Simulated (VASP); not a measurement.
**HfN (zincblende type): relaxation of cell and atoms with PBE**

The system is HfN (zincblende type).

```
Hf N
1.0
     0.00000    2.17201    2.17201
     2.17201    0.00000    2.17201
     2.17201    2.17201    0.00000
Hf N
1 1
Direct
  0.00000 0.00000 0.00000
  0.25000 0.25000 0.25000
```

| Property | Result |
| --- | --- |
| Program | VASP 6.6.1 |
| Task | relaxation of cell and atoms |
| Functional | PBE |
| Potentials or basis | VASP PAW PBE potentials, release 64 (Hf_pv, N) |
| Cutoff | 600 eV |
| k mesh | 15 × 15 × 15 |
| Occupations | fermi-dirac, width 0.05 eV |
| Spin | no spin polarisation |
| Target pressure | 110 GPa |
| Dipole correction | no |
| Further INCAR settings | ALGO = Normal; EDIFF = 1e-06; IBRION = 2; EDIFFG = -0.005; NSW = 60; ISIF = 3 |

```
Relaxed volume                                             : 10.89 Å³/atom
Relaxed cell                                               : a = 3.135 Å, b = 3.135 Å, c = 3.135 Å, α = 60.00°, β = 60.00°, γ = 60.00°
Space group after relaxing (to 0.1 Å)                      : F-43m (No. 216)
Energy change on relaxing (the run minimises the enthalpy) : -520.3 meV/atom
Ionic steps                                                : 16
Pressure after relaxing                                    : 110.0 GPa
Band gap on the k mesh                                     : zero (an odd number of electrons rules out a gap without spin polarisation)
```

The path:
| step | energy change (eV) | largest force (eV/Å) | pressure (GPa) | volume (Å³) |
| --- | --- | --- | --- | --- |
| 1 | 0.0000 | 0.0000 | 149.12 | 20.49 |
| 2 | -3.0892 | 0.0000 | 4.62 | 28.85 |
| 3 | -1.1709 | 0.0000 | 104.94 | 21.98 |
| 4 | -1.0468 | 0.0000 | 109.76 | 21.80 |
| 5 | -1.0286 | 0.0000 | 110.51 | 21.77 |
| 6 | -1.0294 | 0.0000 | 110.46 | 21.77 |
| 7 | -1.0320 | 0.0000 | 110.34 | 21.78 |
| 8 | -1.0320 | 0.0000 | 110.34 | 21.78 |
| 9 | -1.0321 | 0.0000 | 110.34 | 21.78 |
| 10 | -1.0322 | 0.0000 | 110.33 | 21.78 |
| 11 | -1.0326 | 0.0000 | 110.33 | 21.78 |
| 12 | -1.0332 | 0.0000 | 110.31 | 21.78 |
| 13 | -1.0346 | 0.0000 | 110.28 | 21.78 |
| 14 | -1.0372 | 0.0000 | 110.14 | 21.78 |
| 15 | -1.0425 | 0.0000 | 109.92 | 21.79 |
| 16 | -1.0406 | 0.0000 | 109.95 | 21.79 |

Final structure:
```
Hf N
1.0
     0.00000    2.21683    2.21683
     2.21683    0.00000    2.21683
     2.21683    2.21683    0.00000
Hf N
1 1
Direct
  0.00000 0.00000 0.00000
  0.25000 0.25000 0.25000
```

Levels at points of the mesh, in eV from the Fermi level:
```
           k point  band 3  band 4  band 5  band 6  band 7  band 8  band 9  band 10  band 11
(0.00, 0.00, 0.00)  -30.09  -17.72   -7.07   -7.07   -7.07    0.06    2.96     2.96     8.58
```

Run time: 87 s on 1 thread of Intel(R) Xeon(R) 6975P-C (Granite Rapids) (shared host), peak memory 0.2 GiB.

Caveat: the cell is relaxed towards a set pressure, so the run minimises the enthalpy, not the energy; spin-orbit coupling is left out, which moves the levels of the heavy elements.
